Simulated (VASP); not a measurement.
# WC (R3m) in VASP: relaxation of cell and atoms with PBE

Aim: the relaxation of cell and atoms of WC with PBE.

Everything below comes from runs of VASP 6.6.1. Logs are shortened: lines on timing, memory, paths and dates and some standing lists are left out, and cuts for length are marked.

## (1) The cell of the first run

Symmetry: R3m, No. 160, trigonal system. The conventional cell has a = 4.238 Å, b = 4.238 Å, c = 6.263 Å, α = 90.00°, β = 90.00°, γ = 120.00°. Within 2.1 Å of W (site symmetry 3m) lie 1 C at 1.59 Å. Within 2.1 Å of C (site symmetry 3m) lie 1 W at 1.59 Å.

The cell was built from a structure type or drawn by symmetry, and may not be a known phase.

## (2) Relaxation of cell and atoms, PBE

INCAR reads:

```
PREC = Accurate
ENCUT = 600
EDIFF = 1E-7
ISMEAR = 0
SIGMA = 0.2
LREAL = False
LASPH = True
NELM = 120
ALGO = Normal
ISIF = 3
LWAVE = False
LCHARG = False
GGA = PE
IBRION = 2
NSW = 36
EDIFFG = -0.08
GGA_COMPAT = False
NELMIN = 4
```

KPOINTS reads:

```
regular mesh
0
Gamma
  6 6 6
```

POSCAR reads:

```
WC
1.0
    2.1189075500      1.2233518500      2.0877322100
   -2.1189075500      1.2233518500      2.0877322100
    0.0000000000     -2.4467036900      2.0877322100
W C
1 1
Direct
    0.0952620800      0.0952620800      0.0952620800
    0.8409994000      0.8409994000      0.8409994000
```

Potentials or basis: VASP PAW PBE potentials, release 64 (W_sv, C).

On the command line:

```console
> cat potpaw_PBE.64/W_sv/POTCAR potpaw_PBE.64/C/POTCAR > POTCAR
> mpirun -np 1 vasp_std > vasp.out
```

OUTCAR:

```text
PREC = Accurate
   ENCUT = 600
   EDIFF = 1E-7
   ISMEAR = 0
   LREAL = False
   LASPH = True
   NELM = 120
   ISIF = 3
   GGA = PE
   IBRION = 2
   NSW = 36
   EDIFFG = -0.08
   NELMIN = 4

 ion  position               nearest neighbor table
   1  0.095  0.095  0.095-   2 1.59   2 2.50   2 2.50   2 2.50
   2  0.841  0.841  0.841-   1 1.59   1 2.50   1 2.50   1 2.50

  LATTYP: Found a trigonal (rhomboedric) cell.
 ALAT       =     3.2163620330
 COS(alpha) =     0.1319911368

  Lattice vectors:

 A1 = (   2.1189075500,   1.2233518500,   2.0877322100)
 A2 = (  -2.1189075500,   1.2233518500,   2.0877322100)
 A3 = (   0.0000000000,  -2.4467036900,   2.0877322100)

Analysis of symmetry for initial positions (statically):
=====================================================================
 Subroutine PRICEL returns:
 Original cell was already a primitive cell.

 Routine SETGRP: Setting up the symmetry group for a
 trigonal (rhombohedral) supercell.

 Subroutine GETGRP returns: Found  6 space group operations
 (whereof  6 operations were pure point group operations)
 out of a pool of 12 trial point group operations.

The static configuration has the point symmetry C_3v.

Analysis of symmetry for dynamics (positions and initial velocities):
=====================================================================
 Subroutine PRICEL returns:
 Original cell was already a primitive cell.

 Routine SETGRP: Setting up the symmetry group for a
 trigonal (rhombohedral) supercell.

 Subroutine GETGRP returns: Found  6 space group operations
 (whereof  6 operations were pure point group operations)
 out of a pool of 12 trial point group operations.

The dynamic configuration has the point symmetry C_3v.

 Subroutine INISYM returns: Found  6 space group operations
 (whereof  6 operations are pure point group operations),
 and found     1 'primitive' translations

----------------------------------------------------------------------------------------

                                     Primitive cell

  volume of cell :      32.4705

  direct lattice vectors                    reciprocal lattice vectors
     2.118907550  1.223351850  2.087732210     0.235970654  0.136237720  0.159662878
    -2.118907550  1.223351850  2.087732210    -0.235970654  0.136237720  0.159662878
     0.000000000 -2.446703690  2.087732210     0.000000000 -0.272475441  0.159662879

  length of vectors
     3.216362034  3.216362034  3.216362033     0.315808645  0.315808645  0.315808645

  position of ions in fractional coordinates (direct lattice)
     0.095262080  0.095262080  0.095262080
     0.840999400  0.840999400  0.840999400

  ion indices of the primitive-cell ions
   primitive index   ion index
[... 111 lines left out ...]
 NGX is ok and might be reduce to    28
   NGX = 13   NGY = 13   NGZ = 13

--------------------------------------- Ionic step        1  -------------------------------------------

 number of electron      18.0000002 magnetization

 Free energy of the ion-electron system (eV)
  ---------------------------------------------------
  ext. energy  EPLUGINS =         0.00000000
  ---------------------------------------------------
  free energy    TOTEN  =       -16.67393314 eV

  energy without entropy =      -16.63521869  energy(sigma->0) =      -16.65457591

------------------------ aborting loop because EDIFF is reached ----------------------------------------

  FORCE on cell =-STRESS in cart. coord.  units (eV):
  Direction    XX          YY          ZZ          XY          YZ          ZX
  --------------------------------------------------------------------------------------
  -------------------------------------------------------------------------------------
  Total       -6.2392817     -6.2392817     22.4008327      0.0000000      0.0000000      0.0000000
  in kB     -307.8617561   -307.8617573   1105.3130863      0.0000000      0.0000018      0.0000000
  external PRESSURE =     163.1965243 kB  Pullay stress =       0.0000000 kB
[... 89 lines left out ...]
  FREE ENERGIE OF THE ION-ELECTRON SYSTEM (eV)
  ---------------------------------------------------
  free  energy   TOTEN  =       -17.2230631446 eV

  energy  without entropy=      -17.1625478447  energy(sigma->0) =      -17.19280549

 E-fermi :  12.7573     XC(G=0): -14.0500

 val. band max:       12.6520798643   @ k =  -0.1667   0.1667   0.0000
 cond. band min:      12.7717493705   @ k =   0.5000   0.3333   0.1667
 fundamental gap:      0.1196695061
 Fermi energy:        12.7572675461

 k-point     1 :       0.0000    0.0000    0.0000
  band No.  band energies     occupation
      1     -61.0253      2.00000
      2     -25.2651      2.00000
      3     -25.2651      2.00000
      4     -24.8896      2.00000
      5      -2.7196      2.00000
      6       6.2384      2.00000
      7       6.2384      2.00000
      8      11.3354      2.00000
      9      12.2351      1.99978
     10      12.2351      1.99978
     11      13.9062      0.00000
     12      20.2147      0.00000
     13      22.7821      0.00000
[... 356 lines left out ...]
      2     -25.9547      2.00000
      3     -25.7279      2.00000
      4     -25.3702      2.00000
      5       1.0903      2.00000
      6       4.9879      2.00000
      7       7.3754      2.00000
      8       9.0498      2.00000
      9      12.0335      2.00000
     10      15.0456      0.00000
     11      17.5649      0.00000
     12      18.1834      0.00000
     13      20.2787      0.00000

 [... further k-points ...]

[... ionic steps 4 to 13 ...]

--------------------------------------- Ionic step       14  -------------------------------------------

 number of electron      18.0000001 magnetization

------------------------ aborting loop because EDIFF is reached ----------------------------------------
[... 67 lines left out ...]
--------------------------------------- Ionic step       16  -------------------------------------------

 number of electron      18.0000001 magnetization

 Free energy of the ion-electron system (eV)
  ---------------------------------------------------
  ext. energy  EPLUGINS =         0.00000000
  ---------------------------------------------------
  free energy    TOTEN  =       -21.03741327 eV

  energy without entropy =      -21.02146353  energy(sigma->0) =      -21.02943840

 E-fermi :   9.8523     XC(G=0): -12.9051

 val. band max:        9.7922542969   @ k =  -0.1667   0.1667   0.0000
 cond. band min:       9.9024877087   @ k =   0.1667   0.0000   0.0000
 fundamental gap:      0.1102334118
 Fermi energy:         9.8522929574

 k-point     1 :       0.0000    0.0000    0.0000
  band No.  band energies     occupation
      1     -64.4533      2.00000
      2     -28.5722      2.00000
      3     -28.5722      2.00000
      4     -28.3921      2.00000
      5      -4.1563      2.00000
      6       4.4592      2.00000
      7       4.4592      2.00000
      8       8.3796      2.00000
      9       9.6717      1.79840
     10       9.6717      1.79840
     11      11.9042      0.00000
     12      15.7659      0.00000
     13      17.3137      0.00000
[... 397 lines left out ...]
  FREE ENERGIE OF THE ION-ELECTRON SYSTEM (eV)
  ---------------------------------------------------
  free  energy   TOTEN  =       -21.0374132748 eV

  energy  without entropy=      -21.0214635311  energy(sigma->0) =      -21.02943840

 reached required accuracy - stopping structural energy minimisation
```

CONTCAR:

```text
WC
   1.00000000000000
     1.7907493034768420    1.0338895965087616    2.1337108501184137
    -1.7907493034768420    1.0338895965087616    2.1337108501184137
    -0.0000000000000000   -2.0677791844295728    2.1337108500204542
  W               C
     1     1
Direct
     0.1372508827846667    0.1372508827846667    0.1372508828252483
     0.7990105972153322    0.7990105972153322    0.7990105971747508

  0.00000000E+00  0.00000000E+00  0.00000000E+00
  0.00000000E+00  0.00000000E+00  0.00000000E+00
```

Wall time 3 min (1 thread of Intel Xeon Platinum 8488C (Sapphire Rapids), shared host); peak memory 0.18 GiB.

What came out:

| Item | Value |
| --- | --- |
| Free energy | -21.0374 eV |
| Relaxed volume | 11.85 Å³/atom |
| Relaxed cell | a = 2.971 Å, b = 2.971 Å, c = 2.971 Å, α = 74.13°, β = 74.13°, γ = 74.13° |
| Space group after relaxing (to 0.1 Å) | R3m (No. 160) |
| Energy gained by relaxing | 2181.7 meV/atom |
| Ionic steps | 16 |
| Pressure after relaxing | 0.0 GPa |
| Largest force after relaxing | 0.004 eV/Å |
| Band gap on the k mesh | zero (bands 9 and 10 overlap by 2.69 eV) |

Forces on the atoms (eV/Å):
```
W    0.000  0.000 -0.004
C    0.000  0.000  0.004
```

Step by step:
```tsv
step	energy change (eV)	largest force (eV/Å)	pressure (GPa)	volume (Å³)
1	0.0000	15.1119	16.32	32.47
2	-0.3003	0.7361	-58.26	36.09
3	-0.5491	1.3517	-56.56	36.06
4	-0.7755	1.5252	-54.67	35.94
5	-1.3922	2.0637	-49.96	34.81
6	-1.9282	1.7749	-51.12	33.80
7	-2.1647	1.2669	-47.14	33.18
8	-2.2131	0.4812	-42.18	32.83
9	-2.8251	0.2558	107.16	19.21
10	-4.3500	0.2903	-3.35	23.98
11	-4.3582	0.2811	0.36	23.69
12	-4.3589	0.2735	2.62	23.52
13	-4.3591	0.2051	1.08	23.63
14	-4.3627	0.0172	1.73	23.58
15	-4.3623	0.0314	-2.12	23.87
16	-4.3635	0.0040	0.01	23.70
```

Final structure:
```cif
data_structure
_symmetry_space_group_name_H-M 'P 1'
_symmetry_Int_Tables_number 1
_cell_length_a 2.9713
_cell_length_b 2.9713
_cell_length_c 2.9713
_cell_angle_alpha 74.125
_cell_angle_beta 74.125
_cell_angle_gamma 74.125
_cell_volume 23.70
loop_
_atom_site_label
_atom_site_type_symbol
_atom_site_fract_x
_atom_site_fract_y
_atom_site_fract_z
_atom_site_occupancy
W1 W 0.13725 0.13725 0.13725 1
C1 C 0.79901 0.79901 0.79901 1
```

Caveat: the volume moved by over 15 % at a fixed basis, so the end points are rough; spin-orbit coupling is left out, which moves the levels of the heavy elements.
